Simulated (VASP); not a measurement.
# MgO (Cmcm) in VASP: further runs, part 2 of 3

VASP 6.6.1.

### 3 Single point, PBEsol (mode 5 frozen in at -0.049 Å, strain +e along z and -e/2 along x and y -0.0700)

The input, INCAR:

```
PREC = Accurate
ENCUT = 520
EDIFF = 1E-6
ISMEAR = 0
SIGMA = 0.05
LREAL = F
LASPH = T
NELM = 100
ALGO = Normal
ISIF = 2
LWAVE = F
LCHARG = F
GGA = PS
NBANDS = 16
```

The input, KPOINTS:

```
regular mesh
0
Gamma
  9 9 6
```

The input, POSCAR:

```
MgO
1.0
    3.6170832098      0.0000000000      0.0000000000
   -1.8085416049      3.1324859473      0.0000000000
    0.0000000000      0.0000000000      3.9010833038
Mg O
2 2
Direct
    0.6586046991      0.3172093983      0.7500000000
    0.3413953009      0.6827906017      0.2500000000
    0.6726026025      0.3452052050      0.2500000000
    0.3273973975      0.6547947950      0.7500000000
```

Potentials or basis: VASP PAW PBE potentials, release 64 (Mg, O).

Command:

```sh
cat potpaw_PBE.64/Mg/POTCAR potpaw_PBE.64/O/POTCAR > POTCAR
mpirun -np 1 vasp_std > vasp.out
```

OUTCAR:

```text
PREC = Accurate
   ENCUT = 520
   EDIFF = 1E-6
   ISMEAR = 0
   LREAL = F
   LASPH = T
   NELM = 100
   ISIF = 2
   GGA = PS

 ion  position               nearest neighbor table
   1  0.659  0.317  0.750-   3 1.95   3 1.95   4 2.08   4 2.10   4 2.10   2 2.78   2 2.78   2 2.90
                             2 2.90   2 2.90   2 2.90
   2  0.341  0.683  0.250-   4 1.95   4 1.95   3 2.08   3 2.10   3 2.10   1 2.78   1 2.78   1 2.90
                             1 2.90   1 2.90   1 2.90
   3  0.673  0.345  0.250-   1 1.95   1 1.95   2 2.08   2 2.10   2 2.10
   4  0.327  0.655  0.750-   2 1.95   2 1.95   1 2.08   1 2.10   1 2.10

  LATTYP: Found a hexagonal cell.
 ALAT       =     3.6170832098
 C/A-ratio  =     1.0785163286

  Lattice vectors:

 A1 = (   3.6170832098,   0.0000000000,   0.0000000000)
 A2 = (  -1.8085416049,   3.1324859473,   0.0000000000)
 A3 = (   0.0000000000,   0.0000000000,   3.9010833038)

Analysis of symmetry for initial positions (statically):
=====================================================================
 Subroutine PRICEL returns:
 Original cell was already a primitive cell.

 Routine SETGRP: Setting up the symmetry group for a
 hexagonal supercell.

 Subroutine GETGRP returns: Found  8 space group operations
 (whereof  4 operations were pure point group operations)
 out of a pool of 24 trial point group operations.

The static configuration has the point symmetry C_2h.
 The point group associated with its full space group is D_2h.

Analysis of symmetry for dynamics (positions and initial velocities):
=====================================================================
 Subroutine PRICEL returns:
 Original cell was already a primitive cell.

 Routine SETGRP: Setting up the symmetry group for a
 hexagonal supercell.

 Subroutine GETGRP returns: Found  8 space group operations
 (whereof  4 operations were pure point group operations)
[... 121 lines left out ...]
   EFERMI =   0.00;   METHOD = LEGACY
   ISMEAR =     0;   SIGMA  =   0.05  broadening in eV -4-tet -1-fermi 0-gaus
   EFERMI_NEDOS =   21; number of points for ismear=-14 and -15
   IALGO  =     38    algorithm
   IMIX   =      4    mixing-type and parameters
     AMIX     =   0.40;   BMIX     =  1.00
     AMIX_MAG =   1.60;   BMIX_MAG =  1.00
  volume/ion in A,a.u.               =      11.05        74.57
  Fermi-wavevector in a.u.,A,eV,Ry     =   1.166730  2.204801 18.521067  1.361260
  Thomas-Fermi vector in A             =   2.303240
   LORBIT       =      0    0 simple, 1 ext, 2 COOP (PROOUT), +10 PAW based schemes
   GGA     = PS    functional components
   LHFCALC =     F    Hartree Fock is set to
   AEXX    =    0.0000 exact exchange contribution
   IVDW    =     0    specifies the selected vdW correction
   LEPSILON=     F    determine dielectric tensor
   LRPA    =     F    only Hartree local field effects (RPA)
 non-spin polarized calculation
 Gauss-broadening in eV      SIGMA  =   0.05
  energy-cutoff  :      520.00
  volume of cell :       44.20
 maximum number of plane-waves:      1204
   NGX = 13   NGY = 13   NGZ = 15

 number of electron      16.0000007 magnetization

 Free energy of the ion-electron system (eV)
  ---------------------------------------------------
  ext. energy  EPLUGINS =         0.00000000
  ---------------------------------------------------
  free energy    TOTEN  =       -24.51142859 eV

  energy without entropy =      -24.51142859  energy(sigma->0) =      -24.51142859

 E-fermi :   1.8986     XC(G=0): -10.2461

 val. band max:        1.6440557389   @ k =   0.0000   0.0000   0.0000
 cond. band min:       5.0348509145   @ k =   0.0000   0.0000   0.0000
 fundamental gap:      3.3907951756
 Fermi energy:         1.8985951466

 k-point     1 :       0.0000    0.0000    0.0000
  band No.  band energies     occupation
      1     -15.0834      2.00000
      2     -13.5197      2.00000
      3      -1.6066      2.00000
      4      -0.1569      2.00000
      5      -0.0864      2.00000
      6       0.9971      2.00000
[... 433 lines left out ...]
      3      -1.8233      2.00000
      4      -0.5148      2.00000
      5      -0.3234      2.00000
      6       0.0022      2.00000
[... 8 lines left out ...]
     15      16.2866      0.00000
     16      16.7518      0.00000

 [... further k-points ...]
[... 5 lines left out ...]
  --------------------------------------------------------------------------------------
  -------------------------------------------------------------------------------------
  Total       -1.1289282     -1.1166084      5.6170455      0.0000000     -0.0000000      0.0000000
  in kB      -40.9207921    -40.4742311    203.6037003      0.0000000     -0.0000000      0.0000000
  external PRESSURE =      40.7362257 kB  Pullay stress =       0.0000000 kB

 VOLUME and BASIS-vectors are now :
 -----------------------------------------------------------------------------
  energy-cutoff  :      520.00
  volume of cell :       44.20
      direct lattice vectors                 reciprocal lattice vectors
     3.617083210  0.000000000  0.000000000     0.276465854  0.159617635  0.000000000
    -1.808541605  3.132485947  0.000000000     0.000000000  0.319235271  0.000000000
     0.000000000  0.000000000  3.901083304     0.000000000  0.000000000  0.256339053

 POSITION                                       TOTAL-FORCE (eV/Angst)
 -----------------------------------------------------------------------------------
      1.80854      0.99365      2.92581         0.000000      0.383686      0.000000
      0.00000      2.13883      0.97527        -0.000000     -0.383686      0.000000
      1.80854      1.08135      0.97527         0.000000     -0.236539      0.000000
      0.00000      2.05114      2.92581         0.000000      0.236539      0.000000
 -----------------------------------------------------------------------------------
    total drift:                               -0.000000      0.000000     -0.000000

  FREE ENERGIE OF THE ION-ELECTRON SYSTEM (eV)
  ---------------------------------------------------
  free  energy   TOTEN  =       -24.5114285927 eV

  energy  without entropy=      -24.5114285927  energy(sigma->0) =      -24.51142859
```

stdout:

```text
POSCAR found type information on POSCAR MgO
 POSCAR found :  2 types and       4 ions
 scaLAPACK will be used
 -----------------------------------------------------------------------------
|                                                                             |
|                                                                             |
|     You enforced a specific xc type in the INCAR file but a different       |
|     I HOPE YOU KNOW WHAT YOU ARE DOING!                                     |
|                                                                             |
 -----------------------------------------------------------------------------

 LDA part: xc-table for (Slater+PW92), standard interpolation
 POSCAR, INCAR and KPOINTS ok, starting setup
 FFT: planning ... GRIDC
 FFT: planning ... GRID_SOFT
 FFT: planning ... GRID
 WAVECAR not read
 entering main loop
```

It took 23 s on 1 thread of Intel Xeon 6975P-C (Granite Rapids), shared host; peak memory 0.19 GiB.

Results:

```yaml
Free_energy: -24.5114 eV
Pressure: 4.1 GPa
Largest_force: 0.384 eV/Å
Band_gap_on_the_k_mesh: 3.39 eV, direct
```

Forces in eV/Å, atoms in the order of the input:
```
Mg   0.000  0.384  0.000
Mg   0.000 -0.384  0.000
O    0.000 -0.237  0.000
O    0.000  0.237  0.000
```

Stress tensor (GPa, compression positive):
```
-4.09  0.00  0.00
 0.00 -4.05  0.00
 0.00  0.00 20.36
```

Levels at points of the mesh, in eV from the valence-band top:
```csv
k point,band 5,band 6,band 7,band 8,band 9,band 10,band 11,band 12
"(0.00, 0.00, 0.00)",-1.73,-0.65,-0.42,0.00,3.39,10.00,11.65,12.22
"(0.00, 0.00, 0.50)",-1.20,-1.20,-1.15,-1.15,6.54,6.54,12.25,12.25
```

Caveat: the cell differs from its parent crystal (mode 5 frozen in at -0.049 Å, strain +e along z and -e/2 along x and y -0.0700); the PAW data sets were made with another functional, which shifts forces and pressure a little.

### 4 Single point, PBEsol (mode 5 frozen in at -0.024 Å, strain +e along z and -e/2 along x and y +0.0233)

The input, INCAR:

```
  ALGO = Normal
  EDIFF = 1E-6
  ENCUT = 520
  GGA = PS
  ISIF = 2
  ISMEAR = 0
  LASPH = T
  LCHARG = F
  LREAL = F
  LWAVE = F
  NBANDS = 16
  NELM = 60
  PREC = Accurate
  SIGMA = 0.05
```

The input, KPOINTS:

```
k-points
0
Gamma
  9 9 6
```

The input, POSCAR:

```
MgO
1.0
    3.4540523579      0.0000000000      0.0000000000
   -1.7270261790      2.9912970879      0.0000000000
    0.0000000000      0.0000000000      4.2924500482
Mg O
2 2
Direct
    0.6626356829      0.3252713658      0.7500000000
    0.3373643171      0.6747286342      0.2500000000
    0.6696346346      0.3392692692      0.2500000000
    0.3303653654      0.6607307308      0.7500000000
```

Command:

```sh
cat potpaw_PBE.64/Mg/POTCAR potpaw_PBE.64/O/POTCAR > POTCAR
mpirun -np 1 vasp_std > vasp.out
```

Wall time 25 s (1 thread of Intel Xeon 6975P-C (Granite Rapids), shared host); peak memory 0.2 GiB.

Results (log left out):

```yaml
Free_energy: -24.7341 eV
Pressure: -0.2 GPa
Largest_force: 0.187 eV/Å
Band_gap_on_the_k_mesh: 3.22 eV, direct
```

Forces in eV/Å, atoms in the order of the input:
```
Mg   0.000  0.187  0.000
Mg   0.000 -0.187  0.000
O    0.000 -0.071  0.000
O    0.000  0.071  0.000
```

Stress tensor (GPa, compression positive):
```
 1.41  0.00  0.00
 0.00  1.93  0.00
 0.00  0.00 -4.07
```

Levels at points of the mesh, in eV from the valence-band top:
```
           k point  band 5  band 6  band 7  band 8  band 9  band 10  band 11  band 12
(0.00, 0.00, 0.00)   -1.72   -0.93   -0.85    0.00    3.22     9.16    11.66    12.45
(0.00, 0.00, 0.50)   -1.34   -1.34   -1.32   -1.32    6.23     6.23    12.90    12.90
```

Caveat: the cell differs from its parent crystal (mode 5 frozen in at -0.024 Å, strain +e along z and -e/2 along x and y +0.0233); the PAW data sets were made with another functional, which shifts forces and pressure a little.

### 5 Single point, PBEsol (mode 5 frozen in at +0.073 Å, strain +e along z and -e/2 along x and y +0.0700)

The input, INCAR:

```
PREC = Accurate
ENCUT = 520
EDIFF = 1E-7
ISMEAR = 0
SIGMA = 0.05
LREAL = F
LASPH = T
NELM = 100
ALGO = Normal
ISIF = 2
LWAVE = F
LCHARG = F
GGA = PS
NBANDS = 16
```

The input, KPOINTS:

```
Automatic mesh
0
Gamma
  9 9 6
```

The input, POSCAR:

```
MgO
1.0
    3.3724495628      0.0000000000      0.0000000000
   -1.6862247814      2.9206269943      0.0000000000
    0.0000000000      0.0000000000      4.4883431560
Mg O
2 2
Direct
    0.6787596180      0.3575192359      0.7500000000
    0.3212403820      0.6424807641      0.2500000000
    0.6577627629      0.3155255259      0.2500000000
    0.3422372371      0.6844744741      0.7500000000
```

Command:

```sh
cat potpaw_PBE.64/Mg/POTCAR potpaw_PBE.64/O/POTCAR > POTCAR
mpirun -np 1 vasp_std > vasp.out
```

It took 27 s on 1 thread of Intel Xeon 6975P-C (Granite Rapids), shared host; peak memory 0.2 GiB.

The run converged. Its results:

```yaml
Free_energy: -24.5585 eV
Pressure: 2.3 GPa
Largest_force: 0.503 eV/Å
Band_gap_on_the_k_mesh: 3.15 eV, direct
```

Forces on the atoms (eV/Å):
```
Mg   0.000 -0.503  0.000
Mg   0.000  0.503  0.000
O    0.000  0.124  0.000
O    0.000 -0.124  0.000
```

Stress tensor (GPa, compression positive):
```
 8.87  0.00  0.00
 0.00  6.04  0.00
 0.00  0.00 -7.88
```

Levels at points of the mesh, in eV from the valence-band top:
| k point | band 5 | band 6 | band 7 | band 8 | band 9 | band 10 | band 11 | band 12 |
| --- | --- | --- | --- | --- | --- | --- | --- | --- |
| (0.00, 0.00, 0.00) | -1.67 | -1.13 | -0.95 | 0.00 | 3.15 | 8.98 | 11.00 | 12.81 |
| (0.00, 0.00, 0.50) | -1.41 | -1.41 | -1.36 | -1.36 | 6.12 | 6.12 | 13.34 | 13.34 |

Caveat: the cell differs from its parent crystal (mode 5 frozen in at +0.073 Å, strain +e along z and -e/2 along x and y +0.0700); the PAW data sets were made with another functional, which shifts forces and pressure a little.

(Part 2 of 3 ends here.)
